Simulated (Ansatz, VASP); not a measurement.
# Mo in VASP and in Ansatz

```
Mo
1.0
    -1.56580    1.56580    1.56580
     1.56580   -1.56580    1.56580
     1.56580    1.56580   -1.56580
Mo
1
Direct
  0.00000 0.00000 0.00000
```

Alike in both runs: task single point; functional PBEsol; k mesh 23 × 23 × 23; occupations fermi-dirac, width 0.1 eV; no spin polarisation.

|  | VASP | Ansatz |
| --- | --- | --- |
| version | VASP 6.6.1 | Ansatz 0.2.0 |
| potentials or method | VASP PAW PBE potentials, release 64 (Mo_sv), cutoff 520 eV | plane waves (420 eV) with PAW, scalar-relativistic |
| valence electrons in the cell | 14 | 14 |

```tsv
	VASP	Ansatz	Ansatz less VASP
pressure (GPa)	0.1	-0.5	-0.55
```

VASP's potentials were made for PBE, not for PBEsol, and Ansatz warns of the same on its side.
